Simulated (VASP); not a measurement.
# Ba4Er in VASP: single point with PBE

Aim: the single point of Ba4Er with PBE.

Program: VASP 6.6.1. These are calculated values, not measurements. Logs are shortened: lines on timing, memory, paths and dates and some standing lists are left out, and cuts for length are marked.

### 1 The cell of the first run

The typed cell holds 5 atoms: a = 4.512 Å, b = 7.988 Å, c = 8.170 Å, α = 86.81°, β = 73.97°, γ = 73.60°.

### 2 Single point, PBE

INCAR reads:

```
SYSTEM = Ba4Er
PREC     = Accurate       ! precision mode
ENCUT    = 500            ! plane-wave cutoff, eV
EDIFF    = 1E-6           ! SCF threshold, eV
ISMEAR   = 0              ! smearing method
SIGMA    = 0.2            ! smearing width, eV
LREAL    = .FALSE.        ! projectors in reciprocal space
LASPH    = .TRUE.         ! aspherical terms in the spheres
NELM     = 200            ! most SCF steps
ALGO     = Normal         ! electronic algorithm
ISIF     = 2              ! what is computed and relaxed
LWAVE    = .FALSE.        ! write WAVECAR
LCHARG   = .FALSE.        ! write CHGCAR
GGA      = PE             ! functional
NBANDS   = 32             ! bands
GGA_COMPAT= .FALSE.      
LMAXMIX  = 6              ! l up to which the mixer works
```

KPOINTS reads:

```
regular mesh
0
G
  6 6 6
  0 0 0
```

POSCAR reads:

```
Ba4Er
1.0
   -0.0004379446      0.0000854512      4.5117453372
   -5.3519026594      5.4849202563      2.2548676071
   -5.4862838084     -5.6182779424      2.2550207490
Ba Er
4 1
Direct
    0.7224227923      0.1948707287      0.3604311689
    0.2775347605      0.8051524200      0.6395590274
    1.0849247053      0.6424150242      0.1877887683
   -0.0848974970      0.3575691080      0.8122231347
    0.5000152390     -0.0000072809     -0.0000020993
```

Potentials or basis: VASP PAW PBE potentials, release 64 (Ba_sv, Er_3), 4f in core.

On the command line:

```sh
> cat potpaw_PBE.64/Ba_sv/POTCAR potpaw_PBE.64/Er_3/POTCAR > POTCAR
> mpirun -np 1 vasp_std > vasp.out
```

OUTCAR:

```text
SYSTEM = Ba4Er
   PREC = Accurate
   ENCUT = 500
   EDIFF = 1E-6
   ISMEAR = 0
   LREAL = .FALSE.
   LASPH = .TRUE.
   NELM = 200
   ISIF = 2
   GGA = PE

 ion  position               nearest neighbor table
   1  0.722  0.195  0.360-   5 3.89   5 3.89   3 4.35   3 4.35   4 4.36   4 4.36   2 4.37   2 4.37
                             3 4.41   4 4.51
   2  0.278  0.805  0.640-   5 3.89   5 3.89   4 4.35   4 4.35   3 4.36   3 4.36   1 4.37   1 4.37
                             4 4.41   3 4.51
   3  0.085  0.642  0.188-   5 3.87   5 3.87   4 4.27   4 4.27   1 4.35   1 4.35   2 4.36   2 4.36
                             1 4.41   2 4.51
   4  0.915  0.358  0.812-   5 3.87   5 3.87   3 4.27   3 4.27   2 4.35   2 4.35   1 4.36   1 4.36
                             2 4.41   1 4.51
   5  0.500  1.000  1.000-   4 3.87   3 3.87   4 3.87   3 3.87   2 3.89   1 3.89   1 3.89   2 3.89

  Warning from LATTYP: Got some problem with cell dimensions!
  Tried to take original basis but could not verify dimensions!
  LATTYP: Found a triclinic cell.
 ALAT       =    10.3667185065
 B/A-ratio  =     0.4352144178
 C/A-ratio  =     1.0455160111
 COS(alpha) =     0.0000745037
 COS(beta)  =     0.5358807968
 COS(gamma) =     0.6528627014

  Lattice vectors:

 A1 = (   5.4854079192,   5.6184488448,   6.7684699254)
 A2 = (  -0.0004379446,   0.0000854512,   4.5117453372)
 A3 = (  10.8377485232,   0.1334431373,   0.0018569811)

Analysis of symmetry for initial positions (statically):
=====================================================================
 Subroutine PRICEL returns:
 Original cell was already a primitive cell.

 Routine SETGRP: Setting up the symmetry group for a
 triclinic supercell.

 Subroutine GETGRP returns: Found  1 space group operations
 (whereof  1 operations were pure point group operations)
 out of a pool of  2 trial point group operations.

The static configuration has the point symmetry C_1 .

Analysis of symmetry for dynamics (positions and initial velocities):
=====================================================================
 Subroutine PRICEL returns:
 Original cell was already a primitive cell.

 Routine SETGRP: Setting up the symmetry group for a
 triclinic supercell.

 Subroutine GETGRP returns: Found  1 space group operations
 (whereof  1 operations were pure point group operations)
 out of a pool of  2 trial point group operations.

The dynamic configuration has the point symmetry C_1 .

 Subroutine INISYM returns: Found  1 space group operations
 (whereof  1 operations are pure point group operations),
 and found     1 'primitive' translations

----------------------------------------------------------------------------------------

                                     Primitive cell

  volume of cell :     271.4170

  direct lattice vectors                    reciprocal lattice vectors
    -0.000437945  0.000085451  4.511745337     0.092245817 -0.001113387  0.221652691
    -5.351902659  5.484920256  2.254867607    -0.093392945  0.091194468 -0.000010793
    -5.486283808 -5.618277942  2.255020749    -0.091174730 -0.088960660 -0.000007165

  length of vectors
     4.511745359  7.988218839  8.170035229     0.240084247  0.130532269  0.127384577

  position of ions in fractional coordinates (direct lattice)
     0.722422792  0.194870729  0.360431169
     0.277534760  0.805152420  0.639559027
     0.084924705  0.642415024  0.187788768
     0.915102503  0.357569108  0.812223135
     0.500015239  0.999992719  0.999997901

  ion indices of the primitive-cell ions
   primitive index   ion index
                 1           1
                 2           2
                 3           3
                 4           4
                 5           5

----------------------------------------------------------------------------------------

 KPOINTS: regular mesh

Automatic generation of k-mesh.
 Grid dimensions read from file:
 generate k-points for:    6    6    6

 Generating k-lattice:

  Cartesian coordinates                     Fractional coordinates (reciprocal lattice)
     0.015374303 -0.000185564  0.036942115     0.166666667  0.000000000  0.000000000
    -0.015565491  0.015199078 -0.000001799    -0.000000000  0.166666667 -0.000000000
    -0.015195788 -0.014826777 -0.000001194     0.000000000  0.000000000  0.166666667

  Length of vectors
     0.040014041  0.021755378  0.021230763

  Shift w.r.t. Gamma in fractional coordinates (k-lattice)
     0.000000000  0.000000000  0.000000000

 Subroutine IBZKPT returns following result:
 ===========================================

 Found    112 irreducible k-points:

 Following reciprocal coordinates:
            Coordinates               Weight
  0.000000  0.000000  0.000000      1.000000
  0.166667  0.000000 -0.000000      2.000000
  0.333333 -0.000000 -0.000000      2.000000
  0.500000 -0.000000 -0.000000      1.000000
 -0.000000  0.166667  0.000000      2.000000
  0.166667  0.166667  0.000000      2.000000
[... 16 lines left out ...]
  0.333333  0.000000  0.166667      2.000000
  0.500000 -0.000000  0.166667      2.000000
 [... further k-points ...]
   k-points           NKPTS =    112   k-points in BZ     NKDIM =    112   number of bands    NBANDS=     32
   number of dos      NEDOS =    301   number of ions     NIONS =      5
   total plane-waves  NPLWV = 129600
   dimension x,y,z NGX =    36 NGY =   60 NGZ =   60
   dimension x,y,z NGXF=    72 NGYF=  120 NGZF=  120
   ions per type =               4   1
   NGX,Y,Z   is equivalent  to a cutoff of  13.27, 12.49, 12.21 a.u.
   NGXF,Y,Z  is equivalent  to a cutoff of  26.53, 24.97, 24.42 a.u.
 SYSTEM =  Ba4Er
   PREC   = accura    normal or accurate (medium, high low for compatibility)
   ISTART =      0    job   : 0-new  1-cont  2-samecut
   ICHARG =      2    charge: 1-file 2-atom 10-const
   ISPIN  =      1    spin polarized calculation?
   LNONCOLLINEAR =      F non collinear calculations
   LSORBIT =      F    spin-orbit coupling
   LASPH  =      T    aspherical Exc in radial PAW
   ENCUT  =  500.0 eV  36.75 Ry    6.06 a.u.   8.23 14.56 14.90*2*pi/ulx,y,z
   NELM   =    200;   NELMIN=  2; NELMDL= -5     # of ELM steps
   EDIFF  = 0.1E-05   stopping-criterion for ELM
   LREAL  =      F    real-space projection
   EDIFFG = 0.1E-04   stopping-criterion for IOM
   NSW    =      0    number of steps for IOM
   IBRION =     -1    ionic relax: 0-MD 1-quasi-New 2-CG
   NFREE  =      0    steps in history (QN), initial steepest desc. (CG)
   ISIF   =      2    stress and relaxation
   ISYM   =      2    0-nonsym 1-usesym 2-fastsym
   POTIM  = 0.5000    time-step for ionic-motion
   TEBEG  =    0.0;   TEEND  =   0.0 temperature during run
   PSTRESS=    0.0 pullay stress
   NELECT =      49.0000    total number of electrons
   NUPDOWN=      -1.0000    fix difference up-down
   EMIN   =  10.00;   EMAX   =-10.00  energy-range for DOS
   EFERMI =   0.00;   METHOD = LEGACY
   ISMEAR =     0;   SIGMA  =   0.20  broadening in eV -4-tet -1-fermi 0-gaus
   EFERMI_NEDOS =   21; number of points for ismear=-14 and -15
   IALGO  =     38    algorithm
   IMIX   =      4    mixing-type and parameters
     AMIX     =   0.40;   BMIX     =  1.00
     AMIX_MAG =   1.60;   BMIX_MAG =  1.00
  volume/ion in A,a.u.               =      54.28       366.32
  Fermi-wavevector in a.u.,A,eV,Ry     =   0.925254  1.748477 11.647890  0.856096
  Thomas-Fermi vector in A             =   2.051089
   LORBIT       =      0    0 simple, 1 ext, 2 COOP (PROOUT), +10 PAW based schemes
   GGA     = PE    functional components
   LHFCALC =     F    Hartree Fock is set to
   AEXX    =    0.0000 exact exchange contribution
   IVDW    =     0    specifies the selected vdW correction
   LEPSILON=     F    determine dielectric tensor
   LRPA    =     F    only Hartree local field effects (RPA)
 non-spin polarized calculation
 Gauss-broadening in eV      SIGMA  =   0.20
  energy-cutoff  :      500.00
  volume of cell :      271.42
 maximum number of plane-waves:      6933
 NGX is ok and might be reduce to    36
   NGX = 17   NGY = 29   NGZ = 29

 number of electron      48.9999998 magnetization

 Free energy of the ion-electron system (eV)
  ---------------------------------------------------
  ext. energy  EPLUGINS =         0.00000000
  ---------------------------------------------------
  free energy    TOTEN  =       -11.38449180 eV

  energy without entropy =      -11.24952534  energy(sigma->0) =      -11.31700857

 E-fermi :   1.9270     XC(G=0):  -7.8466

 val. band max:        1.9224788287   @ k =   0.1667   0.3333   0.0000
 cond. band min:       1.9408584351   @ k =   0.1667   0.1667   0.3333
 fundamental gap:      0.0183796064
 Fermi energy:         1.9269740197

 k-point     1 :       0.0000    0.0000    0.0000
  band No.  band energies     occupation
      1     -26.6992      2.00000
      2     -26.6650      2.00000
      3     -26.6419      2.00000
      4     -26.6346      2.00000
      5     -23.9167      2.00000
      6     -23.9101      2.00000
[... 24 lines left out ...]
     31       3.1730      0.00000
     32       3.5636      0.00000

 k-point     2 :       0.1667    0.0000   -0.0000
  band No.  band energies     occupation
      1     -26.6919      2.00000
      2     -26.6631      2.00000
      3     -26.6420      2.00000
      4     -26.6315      2.00000
      5     -23.9166      2.00000
      6     -23.9099      2.00000
[... 24 lines left out ...]
     31       2.9248      0.00000
     32       3.1642      0.00000
[... 733 lines left out ...]
     31       2.8091      0.00000
     32       3.0360      0.00000

 k-point    24 :       0.5000   -0.0000    0.1667
  band No.  band energies     occupation
      1     -26.6636      2.00000
      2     -26.6617      2.00000
      3     -26.6337      2.00000
      4     -26.6324      2.00000
      5     -23.9161      2.00000
      6     -23.9094      2.00000
[... 24 lines left out ...]
     31       2.9473      0.00000
     32       3.0578      0.00000

 [... further k-points ...]

------------------------ aborting loop because EDIFF is reached ----------------------------------------

  FORCE on cell =-STRESS in cart. coord.  units (eV):
  Direction    XX          YY          ZZ          XY          YZ          ZX
  --------------------------------------------------------------------------------------
  -------------------------------------------------------------------------------------
  Total        0.2284162      0.0695057      0.1363082     -0.0425565     -0.0001856     -0.0008777
  in kB        1.3483430      0.4102930      0.8046289     -0.2512116     -0.0010958     -0.0051812
  external PRESSURE =       0.8544216 kB  Pullay stress =       0.0000000 kB

 VOLUME and BASIS-vectors are now :
 -----------------------------------------------------------------------------
  energy-cutoff  :      500.00
  volume of cell :      271.42
      direct lattice vectors                 reciprocal lattice vectors
    -0.000437945  0.000085451  4.511745337     0.092245817 -0.001113387  0.221652691
    -5.351902659  5.484920256  2.254867607    -0.093392945  0.091194468 -0.000010793
    -5.486283808 -5.618277942  2.255020749    -0.091174730 -0.088960660 -0.000007165

 POSITION                                       TOTAL-FORCE (eV/Angst)
 -----------------------------------------------------------------------------------
     -3.02067     -0.95609      4.51158        -0.010353     -0.005473     -0.000366
     -7.81802      0.82300      4.50990         0.010624      0.005278      0.000590
     -4.46844      2.46855      2.25519        -0.001168     -0.011726     -0.000076
     -6.37016     -2.60198      6.76656         0.001105      0.012018     -0.000023
    -10.83835     -0.13334      6.76581        -0.000208     -0.000097     -0.000126
 -----------------------------------------------------------------------------------
    total drift:                               -0.000140      0.000006     -0.000005

  FREE ENERGIE OF THE ION-ELECTRON SYSTEM (eV)
  ---------------------------------------------------
  free  energy   TOTEN  =       -11.3844917964 eV

  energy  without entropy=      -11.2495253355  energy(sigma->0) =      -11.31700857
```

Wall time 11 min (1 thread of Intel Xeon 6975P-C (Granite Rapids), shared host); peak memory 0.92 GiB.

What came out:

| Quantity | Value |
| --- | --- |
| Free energy | -11.3845 eV |
| Pressure | 0.1 GPa |
| Largest force | 0.012 eV/Å |
| Band gap on the k mesh | zero (an odd number of electrons rules out a gap without spin polarisation) |

Forces on the atoms (eV/Å):
```
Ba  -0.010 -0.005  0.000
Ba   0.011  0.005  0.001
Ba  -0.001 -0.012  0.000
Ba   0.001  0.012  0.000
Er   0.000  0.000  0.000
```

Levels at points of the mesh, in eV from the Fermi level:
```csv
k point,band 22,band 23,band 24,band 25,band 26,band 27,band 28,band 29
"(0.00, 0.00, 0.00)",-0.76,-0.74,-0.40,0.10,0.22,0.60,0.62,1.17
"(0.50, 0.00, 0.00)",-0.81,-0.29,-0.25,0.03,0.22,0.45,0.46,0.81
"(0.00, 0.50, 0.00)",-1.11,-0.61,-0.43,-0.27,0.16,0.85,1.06,1.16
"(0.50, 0.50, 0.00)",-0.83,-0.26,-0.20,0.08,0.19,0.38,0.42,0.74
"(0.00, 0.00, 0.50)",-1.11,-0.51,-0.39,-0.18,0.10,0.86,1.10,1.12
"(0.50, 0.00, 0.50)",-0.83,-0.26,-0.20,0.08,0.19,0.38,0.42,0.74
"(0.00, 0.50, 0.50)",-1.35,-1.25,-0.71,-0.66,0.63,0.77,1.02,1.06
"(0.50, 0.50, 0.50)",-0.81,-0.29,-0.25,0.03,0.22,0.45,0.46,0.81
```

Caveat: spin-orbit coupling is left out, which moves the levels of the heavy elements; the 4f electrons are frozen in the core, so they carry no moment and show no levels.
